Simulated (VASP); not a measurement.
Runs of VASP 6.6.1 on TiO. The structure is that of space group P-6m2 (No. 187), or close to it. The cells are those of the table. 

| cell | gap on the mesh (eV) | pressure (GPa) |
| --- | --- | --- |
| a = 2.835, b = 2.835, c = 2.682 Å, angles 90.0, 90.0, 120.0°, 2 atoms | none | 4.6 |
| a = 2.882, b = 2.882, c = 2.458 Å, angles 90.0, 90.0, 120.0°, 2 atoms | none | 27.7 |
| a = 2.835, b = 2.835, c = 2.570 Å, angles 90.0, 90.0, 120.0°, 2 atoms | none | 19.5 |
| a = 2.742, b = 2.742, c = 2.794 Å, angles 90.0, 90.0, 120.0°, 2 atoms | none | 9.8 |
| a = 2.928, b = 2.928, c = 2.458 Å, angles 90.0, 90.0, 120.0°, 2 atoms | none | 18.2 |
| a = 2.742, b = 2.742, c = 2.682 Å, angles 90.0, 90.0, 120.0°, 2 atoms | none | (a) |
| a = 2.882, b = 2.882, c = 2.570 Å, angles 90.0, 90.0, 120.0°, 2 atoms | none | (b) |
| a = 2.649, b = 2.649, c = 3.017 Å, angles 90.0, 90.0, 120.0°, 2 atoms | 0.07 | 6.1 |
| a = 2.789, b = 2.789, c = 2.682 Å, angles 90.0, 90.0, 120.0°, 2 atoms | none | 13.7 |
| a = 2.696, b = 2.696, c = 2.794 Å, angles 90.0, 90.0, 120.0°, 2 atoms | none | 20.4 |
| a = 2.696, b = 2.696, c = 2.905 Å, angles 90.0, 90.0, 120.0°, 2 atoms | none | 7.4 |
| a = 2.649, b = 2.649, c = 2.905 Å, angles 90.0, 90.0, 120.0°, 2 atoms | none | 17.9 |

Alike in all rows: task single point; level PBEsol; potentials or basis VASP PAW PBE potentials, release 64 (Ti_sv, O); no spin polarisation; k mesh 18 × 18 × 16; cutoff (eV) 520; smearing gaussian 0.15 eV.

Q: Fill in the values left out.

A: (a) 24.4; (b) 10.2.

Caveats: the PAW data sets were made with another functional, which shifts forces and pressure a little; semilocal functionals often make such compounds metallic where correlation or magnetic order opens a gap, which also shifts bond lengths (at least some runs); the stress differs along the axes, from -4 to 22 GPa (at least some runs); the stress differs along the axes, from 0 to 83 GPa (at least some runs); the stress differs along the axes, from 3 to 53 GPa (at least some runs); the stress differs along the axes, from 6 to 12 GPa (at least some runs); the stress differs along the axes, from -10 to 74 GPa (at least some runs).

A k mesh can miss the band edges.

A gap of «none» marks levels without a gap at the run's occupations.
